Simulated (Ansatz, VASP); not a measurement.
Two plane-wave programs on MgO

File POSCAR:

```
MgO
1.0
    0.0000000000      2.0811457413      2.1154270457
    2.0811457413      0.0000000000      2.1154270457
    2.0811457413      2.0811457413      0.0000000000
Mg O
1 1
Direct
    0.0000000000      0.0000000000      0.0000000000
    0.5000000000      0.5000000000      0.5000000000
```

The input INCAR.step1:

```
ALGO = Normal ; EDIFF = 1E-5
ENCUT = 520 ; GGA = PE
ISIF = 2 ; ISMEAR = 0
LASPH = True ; LCHARG = False
LREAL = False ; LWAVE = True
NBANDS = 11 ; NELM = 80
PREC = Accurate ; SIGMA = 0.01
```

INCAR.step2

```
ALGO = Normal ; EDIFF = 1E-6
ENCUT = 520 ; GGA = PE
HFSCREEN = 0.2079 ; ISIF = 2
ISMEAR = 0 ; ISTART = 1
LASPH = True ; LCHARG = False
LHFCALC = True ; LREAL = False
LWAVE = False ; NBANDS = 11
NELM = 80 ; PREC = Accurate
PRECFOCK = Normal ; SIGMA = 0.01
```

The input KPOINTS:

```
k-points
0
Gamma
  8 8 8
```

Input for Ansatz:

```yaml
crystal:
  lattice:
    - [0.0, 2.0811457413, 2.1154270457]
    - [2.0811457413, 0.0, 2.1154270457]
    - [2.0811457413, 2.0811457413, 0.0]
  atoms:
    - { symbol: Mg, position: [0.0, 0.0, 0.0] }
    - { symbol: O, position: [0.5, 0.5, 0.5] }
kpoints:
  mp_grid: { grid: [8, 8, 8] }
  band_path:
    path:
      - [0.0, 0.0, 0.0]
      - [0.5, 0.0, 0.5]
      - [0.625, 0.25, 0.625]
      - [0.375, 0.375, 0.75]
      - [0.5, 0.5, 0.5]
      - [0.5, 0.25, 0.75]
    npoints: 1
hamiltonian:
  xc: hse06
scf:
  occupations: { method: fixed }
  n_extra_bands: 4
output:
  forces: true
  stress: true
  eigenvalues: true
```

Change from the starting cell: epitaxial_xy strain -1.0%.

Alike in both runs: task single point; functional HSE06; k mesh 8 × 8 × 8; no spin polarisation.

|  | VASP | Ansatz |
| --- | --- | --- |
| version | VASP 6.6.1 | Ansatz 0.2.0 |
| potentials or method | VASP PAW PBE potentials, release 64 (Mg, O) | plane waves, PAW |
| plane-wave cutoff (eV) | 520 | 420 |
| occupations | gaussian, width 0.01 eV | fixed |
| valence electrons in the cell | 8 | 16 |

```csv
,VASP,Ansatz,Ansatz less VASP
gap on the k mesh at the Fermi level (eV),6.61,6.66,+0.046
pressure (GPa),1.8,2.1,+0.27
"traceless stress, the component that is largest in VASP (GPa)",-2.41,-2.37,+0.034
```

VASP's potentials hold 8 valence electrons a cell and Ansatz's 16, so a difference there can come from the potentials and not from the codes. Ansatz's warnings: stress exchange threshold loose, stress scf threshold loose.
